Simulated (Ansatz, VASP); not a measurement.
# One calculation of Cu, two programs

```xyz
1
Lattice="0.0000 1.7852 1.7852 1.7852 0.0000 1.7852 1.7852 1.7852 0.0000" Properties=species:S:1:pos:R:3 pbc="T T T"
Cu    0.0000    0.0000    0.0000
```

Alike in both runs: functional PBE; dispersion D3(BJ); k mesh 8 × 8 × 8; occupations gaussian, width 0.1 eV; no spin polarisation.

Ansatz relaxed the structure, and its values are those at the end. VASP's run is a single point on that final structure, the one shown.

|  | VASP | Ansatz |
| --- | --- | --- |
| version | VASP 6.6.1 | Ansatz 0.2.0 |
| potentials or method | VASP PAW PBE potentials, release 64 (Cu), cutoff 600 eV | scalar-relativistic, plane waves, PAW |
| valence electrons in the cell | 11 | 19 |

Ansatz gave:

```
gap on the k mesh at the Fermi level (eV) : none
pressure (GPa)                            : 0.0
```

Question: What did VASP give for the same quantities?

Answer: gap on the k mesh at the Fermi level (eV): none; pressure (GPa): 0.6.

A gap of «none» marks a metal or a gap that the smearing closes. VASP's potentials hold 11 valence electrons a cell and Ansatz's 19, so a difference there can come from the potentials and not from the codes. Ansatz's warnings: dispersion switch in reach.

The k mesh is coarse, so the values compare programs but aren't converged.
